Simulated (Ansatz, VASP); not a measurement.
SiO2: VASP beside Ansatz

```
Si O
1.0
    -2.75887    3.00806    2.35277
     2.75887   -3.00806    2.35277
     2.75887    3.00806   -2.35277
Si O
2 4
Direct
  0.75000 0.75000 0.00000
  0.25000 0.25000 0.00000
  0.86293 0.84708 0.71002
  0.36293 0.65292 0.01585
  0.63707 0.34708 0.98415
  0.13707 0.15292 0.28998
```

Alike in both runs: task relaxation of cell and atoms; functional PBEsol; k mesh 6 × 6 × 6; occupations gaussian, width 0.02 eV; no spin polarisation.

```csv
,VASP,Ansatz
version,VASP 6.6.1,Ansatz 0.2.0
potentials or method,"VASP PAW PBE potentials, release 64 (Si, O), cutoff 600 eV","scalar-relativistic, plane waves, PAW"
valence electrons in the cell,32,32
```

```tsv
	VASP	Ansatz	Ansatz less VASP
gap on the k mesh at the Fermi level, each at its own relaxed structure (eV)	4.72	4.79	+0.068
relaxed volume (Å³/atom)	12.79	13.09	+0.298
relaxed cell length with the largest relative difference (Å)	4.673	4.715	+0.0419
```

VASP's potentials were made for PBE, not for PBEsol.
